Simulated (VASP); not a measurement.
# TaN in VASP: notebook, part 2 of 2

VASP 6.6.1. Earlier steps stand in the parts before.

## Step 4: Single point, r2SCAN

This run uses another cell than the first one, of 11.03 Å³/atom, 1.020 times its volume.

Contents of POSCAR:

```
TaN
1.0
    0.0000000000      2.2259679500      2.2259679500
    2.2259679500      0.0000000000      2.2259679500
    2.2259679500      2.2259679500      0.0000000000
Ta N
1 1
Direct
    0.5000000000      0.5000000000      0.5000000000
    0.0000000000      0.0000000000      0.0000000000
```

Contents of INCAR.step1:

```
SYSTEM = TaN
PREC = Accurate
ENCUT = 660
ISMEAR = -1
SIGMA = 0.05
LREAL = .FALSE.
LASPH = .TRUE.
NELM = 120
NBANDS = 16
GGA = PE
ALGO = Normal
EDIFF = 1E-5
LWAVE = .TRUE.
LCHARG = .FALSE.
GGA_COMPAT = .FALSE.
```

Contents of INCAR.step2:

```
SYSTEM = TaN
PREC = Accurate
ENCUT = 660
EDIFF = 1E-6
ISMEAR = -1
SIGMA = 0.05
LREAL = .FALSE.
LASPH = .TRUE.
NELM = 120
ALGO = Normal
ISIF = 2
LWAVE = .FALSE.
LCHARG = .FALSE.
METAGGA = R2SCAN
LMIXTAU = .TRUE.
NBANDS = 16
ISTART = 1
GGA_COMPAT = .FALSE.
```

Contents of KPOINTS:

```
Automatic mesh
0
G
  10 10 10
  0 0 0
```

Potentials or basis: VASP PAW PBE potentials, release 64 (Ta_sv_GW, N).

The run is started by

```
> cat potpaw_PBE.64/Ta_sv_GW/POTCAR potpaw_PBE.64/N/POTCAR > POTCAR
> cp INCAR.step1 INCAR
> mpirun -np 1 vasp_std > vasp.out
> cp INCAR.step2 INCAR
> mpirun -np 1 vasp_std > vasp.out
```

OUTCAR:

```text
SYSTEM = TaN
   PREC = Accurate
   ENCUT = 660
   EDIFF = 1E-6
   ISMEAR = -1
   LREAL = .FALSE.
   LASPH = .TRUE.
   NELM = 120
   ISIF = 2
   METAGGA = R2SCAN
   ISTART = 1

 ion  position               nearest neighbor table
   1  0.500  0.500  0.500-   2 2.23   2 2.23   2 2.23   2 2.23   2 2.23   2 2.23
   2  0.000  0.000  0.000-   1 2.23   1 2.23   1 2.23   1 2.23   1 2.23   1 2.23

  LATTYP: Found a face centered cubic cell.
 ALAT       =     4.4519359000

  Lattice vectors:

 A1 = (   0.0000000000,   2.2259679500,   2.2259679500)
 A2 = (   2.2259679500,   0.0000000000,   2.2259679500)
 A3 = (   2.2259679500,   2.2259679500,   0.0000000000)

Analysis of symmetry for initial positions (statically):
=====================================================================
 Subroutine PRICEL returns:
 Original cell was already a primitive cell.

 Routine SETGRP: Setting up the symmetry group for a
 face centered cubic supercell.

 Subroutine GETGRP returns: Found 48 space group operations
 (whereof 48 operations were pure point group operations)
 out of a pool of 48 trial point group operations.

The static configuration has the point symmetry O_h .

Analysis of symmetry for dynamics (positions and initial velocities):
=====================================================================
 Subroutine PRICEL returns:
 Original cell was already a primitive cell.

 Routine SETGRP: Setting up the symmetry group for a
 face centered cubic supercell.

 Subroutine GETGRP returns: Found 48 space group operations
 (whereof 48 operations were pure point group operations)
 out of a pool of 48 trial point group operations.

The dynamic configuration has the point symmetry O_h .

 Subroutine INISYM returns: Found 48 space group operations
 (whereof 48 operations are pure point group operations),
[... 110 lines left out ...]
   EFERMI =   0.00;   METHOD = LEGACY
   ISMEAR =    -1;   SIGMA  =   0.05  broadening in eV -4-tet -1-fermi 0-gaus
   EFERMI_NEDOS =   21; number of points for ismear=-14 and -15
   IALGO  =     38    algorithm
   IMIX   =      4    mixing-type and parameters
     AMIX     =   0.40;   BMIX     =  1.00
     AMIX_MAG =   1.60;   BMIX_MAG =  1.00
  volume/ion in A,a.u.               =      11.03        74.43
  Fermi-wavevector in a.u.,A,eV,Ry     =   1.529807  2.890917 31.841860  2.340311
  Thomas-Fermi vector in A             =   2.637377
   LORBIT       =      0    0 simple, 1 ext, 2 COOP (PROOUT), +10 PAW based schemes
   METAGGA = R2SCAN    functional components
   LHFCALC =     F    Hartree Fock is set to
   AEXX    =    0.0000 exact exchange contribution
   IVDW    =     0    specifies the selected vdW correction
   LEPSILON=     F    determine dielectric tensor
   LRPA    =     F    only Hartree local field effects (RPA)
 non-spin polarized calculation
  energy-cutoff  :      660.00
  volume of cell :       22.06
 maximum number of plane-waves:       875
 NGX is ok and might be reduce to    28
   NGX = 13   NGY = 13   NGZ = 13

 number of electron      18.0000000 magnetization

 Free energy of the ion-electron system (eV)
  ---------------------------------------------------
  ext. energy  EPLUGINS =         0.00000000
  ---------------------------------------------------
  free energy    TOTEN  =       -62.19096469 eV

  energy without entropy =      -62.18516563  energy(sigma->0) =      -62.18806516

 E-fermi :  13.3273     XC(G=0): -14.5246

 val. band max:       13.2229472713   @ k =  -0.2000   0.2000   0.0000
 cond. band min:      13.3630019566   @ k =  -0.3000   0.3000   0.1000
 fundamental gap:      0.1400546852
 Fermi energy:        13.3273089465

 k-point     1 :       0.0000    0.0000    0.0000
  band No.  band energies     occupation
      1     -58.4334      2.00000
      2     -23.9194      2.00000
      3     -23.9194      2.00000
      4     -23.9194      2.00000
      5      -6.3758      2.00000
      6       9.2740      2.00000
[... 433 lines left out ...]
      3     -24.1337      2.00000
      4     -24.1109      2.00000
      5      -4.8988      2.00000
      6       5.1216      2.00000
[... 8 lines left out ...]
     15      24.1957      0.00000
     16      28.7312      0.00000

 [... further k-points ...]

------------------------ aborting loop because EDIFF is reached ----------------------------------------

  FORCE on cell =-STRESS in cart. coord.  units (eV):
  Direction    XX          YY          ZZ          XY          YZ          ZX
  --------------------------------------------------------------------------------------
  -------------------------------------------------------------------------------------
  Total       -1.7065941     -1.7065941     -1.7065941     -0.0000000     -0.0000000      0.0000000
  in kB     -123.9521607   -123.9521607   -123.9521607     -0.0000000     -0.0000000      0.0000000
  external PRESSURE =    -123.9521607 kB  Pullay stress =       0.0000000 kB

 VOLUME and BASIS-vectors are now :
 -----------------------------------------------------------------------------
  energy-cutoff  :      660.00
  volume of cell :       22.06
      direct lattice vectors                 reciprocal lattice vectors
     0.000000000  2.225967950  2.225967950    -0.224621383  0.224621383  0.224621383
     2.225967950  0.000000000  2.225967950     0.224621383 -0.224621383  0.224621383
     2.225967950  2.225967950  0.000000000     0.224621383  0.224621383 -0.224621383

 POSITION                                       TOTAL-FORCE (eV/Angst)
 -----------------------------------------------------------------------------------
      2.22597      2.22597      2.22597         0.000000     -0.000000     -0.000000
      0.00000      0.00000      0.00000        -0.000000      0.000000      0.000000
 -----------------------------------------------------------------------------------
    total drift:                                0.000000      0.000000      0.000000

  FREE ENERGIE OF THE ION-ELECTRON SYSTEM (eV)
  ---------------------------------------------------
  free  energy   TOTEN  =       -62.1909646855 eV

  energy  without entropy=      -62.1851656295  energy(sigma->0) =      -62.18806516
```

OUTCAR.step1:

```text
SYSTEM = TaN
   PREC = Accurate
   ENCUT = 660
   ISMEAR = -1
   LREAL = .FALSE.
   LASPH = .TRUE.
[... 677 lines left out ...]
      2.22597      2.22597      2.22597        -0.000000     -0.000000      0.000000
      0.00000      0.00000      0.00000         0.000000      0.000000     -0.000000
 -----------------------------------------------------------------------------------
    total drift:                                0.000000      0.000000      0.000000

  FREE ENERGIE OF THE ION-ELECTRON SYSTEM (eV)
  ---------------------------------------------------
  free  energy   TOTEN  =       -24.3629071694 eV

  energy  without entropy=      -24.3569143062  energy(sigma->0) =      -24.35991074
```

It took 43 s on 1 thread of Intel Xeon 6975P-C (Granite Rapids), shared host; peak memory 0.18 GiB.

What came out:

```yaml
Free_energy: -62.1910 eV
Pressure: -12.4 GPa
Band_gap_on_the_k_mesh: zero (band 9 reaches 15.12 eV, above the bottom of band 10 at 11.25 eV)
```

Caveat: the PAW data sets were made with another functional, which shifts forces and pressure a little; spin-orbit coupling is left out, which moves the levels of the heavy elements.

## Step 5: Single point, PBE

This run uses another cell than the first one, of 10.39 Å³/atom, 0.960 times its volume.

Contents of INCAR:

```
PREC = Accurate ; ENCUT = 600
EDIFF = 1E-6 ; ISMEAR = -1
SIGMA = 0.05 ; LREAL = False
LASPH = True ; NELM = 120
ALGO = Normal ; ISIF = 2
LWAVE = False ; LCHARG = False
GGA = PE ; NBANDS = 16
GGA_COMPAT = False
```

Contents of KPOINTS:

```
regular mesh
0
Gamma
  9 9 9
```

Contents of POSCAR:

```
TaN
1.0
    0.0000000000      2.1670965400      2.2113230000
    2.1670965400      0.0000000000      2.2113230000
    2.1670965400      2.1670965400      0.0000000000
Ta N
1 1
Direct
    0.5000000000      0.5000000000      0.5000000000
    0.0000000000      0.0000000000      0.0000000000
```

Potentials or basis: VASP PAW PBE potentials, release 64 (Ta_sv_GW, N).

The run is started by

```
> cat potpaw_PBE.64/Ta_sv_GW/POTCAR potpaw_PBE.64/N/POTCAR > POTCAR
> mpirun -np 1 vasp_std > vasp.out
```

OUTCAR:

```text
PREC = Accurate
   ENCUT = 600
   EDIFF = 1E-6
   ISMEAR = -1
   LREAL = False
   LASPH = True
   NELM = 120
   ISIF = 2
   GGA = PE

 ion  position               nearest neighbor table
   1  0.500  0.500  0.500-   2 2.17   2 2.17   2 2.17   2 2.17   2 2.21   2 2.21
   2  0.000  0.000  0.000-   1 2.17   1 2.17   1 2.17   1 2.17   1 2.21   1 2.21

  LATTYP: Found a body centered tetragonal cell.
 ALAT       =     3.0647373178
 C/A-ratio  =     1.4430750636

  Lattice vectors:

 A1 = (  -2.1670965400,   0.0000000000,   2.2113230000)
 A2 = (   2.1670965400,   0.0000000000,   2.2113230000)
 A3 = (   0.0000000000,   2.1670965400,  -2.2113230000)

Analysis of symmetry for initial positions (statically):
=====================================================================
 Subroutine PRICEL returns:
 Original cell was already a primitive cell.

 Routine SETGRP: Setting up the symmetry group for a
 body centered tetragonal supercell.

 Subroutine GETGRP returns: Found 16 space group operations
 (whereof 16 operations were pure point group operations)
 out of a pool of 16 trial point group operations.

The static configuration has the point symmetry D_4h.

Analysis of symmetry for dynamics (positions and initial velocities):
=====================================================================
 Subroutine PRICEL returns:
 Original cell was already a primitive cell.

 Routine SETGRP: Setting up the symmetry group for a
 body centered tetragonal supercell.

 Subroutine GETGRP returns: Found 16 space group operations
 (whereof 16 operations were pure point group operations)
 out of a pool of 16 trial point group operations.

The dynamic configuration has the point symmetry D_4h.

 Subroutine INISYM returns: Found 16 space group operations
 (whereof 16 operations are pure point group operations),
 and found     1 'primitive' translations

----------------------------------------------------------------------------------------

                                     Primitive cell

  volume of cell :      20.7701

  direct lattice vectors                    reciprocal lattice vectors
     0.000000000  2.167096540  2.211323000    -0.230723455  0.230723455  0.226108985
     2.167096540  0.000000000  2.211323000     0.230723455 -0.230723455  0.226108985
     2.167096540  2.167096540  0.000000000     0.230723455  0.230723455 -0.226108985

  length of vectors
     3.096168087  3.096168087  3.064737318     0.396978461  0.396978461  0.396978461

  position of ions in fractional coordinates (direct lattice)
     0.500000000  0.500000000  0.500000000
     0.000000000  0.000000000  0.000000000

  ion indices of the primitive-cell ions
   primitive index   ion index
                 1           1
                 2           2

----------------------------------------------------------------------------------------

 KPOINTS: regular mesh

Automatic generation of k-mesh.
 Grid dimensions read from file:
 generate k-points for:    9    9    9

 Generating k-lattice:

  Cartesian coordinates                     Fractional coordinates (reciprocal lattice)
    -0.025635939  0.025635939  0.025123221     0.111111111  0.000000000  0.000000000
     0.025635939 -0.025635939  0.025123221     0.000000000  0.111111111  0.000000000
     0.025635939  0.025635939 -0.025123221     0.000000000  0.000000000  0.111111111

  Length of vectors
     0.044108718  0.044108718  0.044108718

  Shift w.r.t. Gamma in fractional coordinates (k-lattice)
     0.000000000  0.000000000  0.000000000

 Subroutine IBZKPT returns following result:
 ===========================================

 Found     75 irreducible k-points:

 Following reciprocal coordinates:
            Coordinates               Weight
  0.000000  0.000000  0.000000      1.000000
  0.111111 -0.000000  0.000000      8.000000
  0.222222 -0.000000  0.000000      8.000000
  0.333333 -0.000000  0.000000      8.000000
  0.444444 -0.000000  0.000000      8.000000
  0.111111  0.111111  0.000000      2.000000
[... 16 lines left out ...]
 -0.333333  0.333333  0.000000      4.000000
  0.444444  0.444444  0.000000      2.000000
 [... further k-points ...]
   k-points           NKPTS =     75   k-points in BZ     NKDIM =     75   number of bands    NBANDS=     16
   number of dos      NEDOS =    301   number of ions     NIONS =      2
   total plane-waves  NPLWV =  18816
   dimension x,y,z NGX =    28 NGY =   28 NGZ =   24
   dimension x,y,z NGXF=    56 NGYF=   56 NGZF=   48
   ions per type =               1   1
   NGX,Y,Z   is equivalent  to a cutoff of  15.03, 15.03, 13.02 a.u.
   NGXF,Y,Z  is equivalent  to a cutoff of  30.07, 30.07, 26.04 a.u.
 SYSTEM =  unknown system
   PREC   = accura    normal or accurate (medium, high low for compatibility)
   ISTART =      0    job   : 0-new  1-cont  2-samecut
   ICHARG =      2    charge: 1-file 2-atom 10-const
   ISPIN  =      1    spin polarized calculation?
   LNONCOLLINEAR =      F non collinear calculations
   LSORBIT =      F    spin-orbit coupling
   LASPH  =      T    aspherical Exc in radial PAW
   ENCUT  =  600.0 eV  44.10 Ry    6.64 a.u.   6.18  6.18  6.12*2*pi/ulx,y,z
   NELM   =    120;   NELMIN=  2; NELMDL= -5     # of ELM steps
   EDIFF  = 0.1E-05   stopping-criterion for ELM
   LREAL  =      F    real-space projection
   EDIFFG = 0.1E-04   stopping-criterion for IOM
   NSW    =      0    number of steps for IOM
   IBRION =     -1    ionic relax: 0-MD 1-quasi-New 2-CG
   NFREE  =      0    steps in history (QN), initial steepest desc. (CG)
   ISIF   =      2    stress and relaxation
   ISYM   =      2    0-nonsym 1-usesym 2-fastsym
   POTIM  = 0.5000    time-step for ionic-motion
   TEBEG  =    0.0;   TEEND  =   0.0 temperature during run
   PSTRESS=    0.0 pullay stress
   NELECT =      18.0000    total number of electrons
   NUPDOWN=      -1.0000    fix difference up-down
   EMIN   =  10.00;   EMAX   =-10.00  energy-range for DOS
   EFERMI =   0.00;   METHOD = LEGACY
   ISMEAR =    -1;   SIGMA  =   0.05  broadening in eV -4-tet -1-fermi 0-gaus
   EFERMI_NEDOS =   21; number of points for ismear=-14 and -15
   IALGO  =     38    algorithm
   IMIX   =      4    mixing-type and parameters
     AMIX     =   0.40;   BMIX     =  1.00
     AMIX_MAG =   1.60;   BMIX_MAG =  1.00
  volume/ion in A,a.u.               =      10.39        70.08
  Fermi-wavevector in a.u.,A,eV,Ry     =   1.560820  2.949522 33.145948  2.436158
  Thomas-Fermi vector in A             =   2.663976
   LORBIT       =      0    0 simple, 1 ext, 2 COOP (PROOUT), +10 PAW based schemes
   GGA     = PE    functional components
   LHFCALC =     F    Hartree Fock is set to
   AEXX    =    0.0000 exact exchange contribution
   IVDW    =     0    specifies the selected vdW correction
   LEPSILON=     F    determine dielectric tensor
   LRPA    =     F    only Hartree local field effects (RPA)
 non-spin polarized calculation
  energy-cutoff  :      600.00
  volume of cell :       20.77
 maximum number of plane-waves:       703
 NGX is ok and might be reduce to    28
   NGX = 13   NGY = 13   NGZ = 13

 number of electron      18.0000000 magnetization

 Free energy of the ion-electron system (eV)
  ---------------------------------------------------
  ext. energy  EPLUGINS =         0.00000000
  ---------------------------------------------------
  free energy    TOTEN  =       -24.31643075 eV

  energy without entropy =      -24.30851912  energy(sigma->0) =      -24.31247494

 E-fermi :  14.0745     XC(G=0): -13.9199

 val. band max:       14.0660003414   @ k =  -0.4444   0.2222   0.1111
 cond. band min:      14.1027557118   @ k =   0.2222  -0.0000   0.1111
 fundamental gap:      0.0367553704
 Fermi energy:        14.0745397153

 k-point     1 :       0.0000    0.0000    0.0000
  band No.  band energies     occupation
      1     -55.3490      2.00000
      2     -21.5319      2.00000
      3     -21.5173      2.00000
      4     -21.5173      2.00000
      5      -4.8660      2.00000
      6      10.2213      2.00000
[... 8 lines left out ...]
     15      23.3573      0.00000
     16      38.5337      0.00000
[... 419 lines left out ...]
 k-point    24 :       0.4444    0.4444    0.0000
  band No.  band energies     occupation
      1     -55.2718      2.00000
      2     -22.2937      2.00000
      3     -21.7983      2.00000
      4     -21.7983      2.00000
      5      -3.5993      2.00000
      6       7.1202      2.00000
[... 8 lines left out ...]
     15      23.4909      0.00000
     16      30.3095      0.00000

 [... further k-points ...]

------------------------ aborting loop because EDIFF is reached ----------------------------------------

  FORCE on cell =-STRESS in cart. coord.  units (eV):
  Direction    XX          YY          ZZ          XY          YZ          ZX
  --------------------------------------------------------------------------------------
  -------------------------------------------------------------------------------------
  Total        2.3819758      2.3819758      0.4708940      0.0000000     -0.0000000      0.0000000
  in kB      183.7423318    183.7423318     36.3241125      0.0000000     -0.0000000      0.0000000
  external PRESSURE =     134.6029254 kB  Pullay stress =       0.0000000 kB

 VOLUME and BASIS-vectors are now :
 -----------------------------------------------------------------------------
  energy-cutoff  :      600.00
  volume of cell :       20.77
      direct lattice vectors                 reciprocal lattice vectors
     0.000000000  2.167096540  2.211323000    -0.230723455  0.230723455  0.226108985
     2.167096540  0.000000000  2.211323000     0.230723455 -0.230723455  0.226108985
     2.167096540  2.167096540  0.000000000     0.230723455  0.230723455 -0.226108985

 POSITION                                       TOTAL-FORCE (eV/Angst)
 -----------------------------------------------------------------------------------
      2.16710      2.16710      2.21132        -0.000000     -0.000000     -0.000000
      0.00000      0.00000      0.00000         0.000000      0.000000      0.000000
 -----------------------------------------------------------------------------------
    total drift:                                0.000000      0.000000      0.000000

  FREE ENERGIE OF THE ION-ELECTRON SYSTEM (eV)
  ---------------------------------------------------
  free  energy   TOTEN  =       -24.3164307474 eV

  energy  without entropy=      -24.3085191246  energy(sigma->0) =      -24.31247494
```

Run time: 21 s. Hardware: 1 thread of Intel Xeon Platinum 8488C (Sapphire Rapids), shared host; peak memory 0.18 GiB.

What came out:

| Quantity | Value |
| --- | --- |
| Free energy | -24.3164 eV |
| Pressure | 13.5 GPa |
| Band gap on the k mesh | zero (band 9 reaches 15.78 eV, above the bottom of band 10 at 12.11 eV) |

Stress tensor (GPa, compression positive):
```
18.37  0.00  0.00
 0.00 18.37  0.00
 0.00  0.00  3.63
```

Caveat: spin-orbit coupling is left out, which moves the levels of the heavy elements.

## Step 6: The runs side by side

```csv
level,U,cell,k mesh,cutoff (eV),gap on the mesh (eV),pressure (GPa)
r2SCAN+U,Ta d U = 6.0 eV,"a = 3.127 Å, angles 60.0°, 2 atoms",10 × 10 × 10,660,none,12.1
r2SCAN,-,"a = 3.168 Å, angles 60.0°, 2 atoms",10 × 10 × 10,660,none,-17.9
r2SCAN,-,"a = 3.148 Å, angles 60.0°, 2 atoms",10 × 10 × 10,660,none,-12.4
PBE,-,"a = 3.096, b = 3.096, c = 3.065 Å, angles 60.3, 60.3, 59.3°, 2 atoms",9 × 9 × 9,600,none,13.5
```

Alike in all rows: task single point; potentials or basis VASP PAW PBE potentials, release 64 (Ta_sv_GW, N); no spin polarisation; smearing fermi-dirac 0.05 eV.

Caveats: spin-orbit coupling is left out, which moves the levels of the heavy elements; the PAW data sets were made with another functional, which shifts forces and pressure a little (some runs); U without spin polarisation on a metal has little footing (some runs).

Total energies depend on the potentials used, so only differences within one code and one set of settings carry meaning.
